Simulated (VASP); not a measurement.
Input of a VASP 6.6.1 run:

The input INCAR:

```
PREC = Accurate
ENCUT = 520
EDIFF = 1E-6
ISMEAR = 0
SIGMA = 0.05
LREAL = False
LASPH = True
NELM = 100
ALGO = Normal
ISIF = 2
LWAVE = False
LCHARG = False
GGA = PE
NBANDS = 16
```

KPOINTS

```
regular mesh
0
Gamma
  6 6 6
```

The input POSCAR:

```
ZnSe
1.0
    0.0000000000      2.7023559504      2.7023559504
    2.7023559504      0.0000000000      2.7023559504
    2.7023559504      2.7023559504      0.0000000000
Se Zn
1 1
Direct
    0.0000000000      0.0000000000      0.0000000000
    0.5000000000      0.5000000000      0.5000000000
```

Potentials or basis: VASP PAW PBE potentials, release 64 (Se, Zn).

The run is started by

```sh
$ cat potpaw_PBE.64/Se/POTCAR potpaw_PBE.64/Zn/POTCAR > POTCAR
$ mpirun -np 1 vasp_std > vasp.out
```

**Question.** What does it give for the band gap on the k mesh?

**Answer.** Zero (bands 9 and 10 overlap by 1.07 eV).

**Question.** Estimate the pressure.

**Answer.** -1.1 GPa.
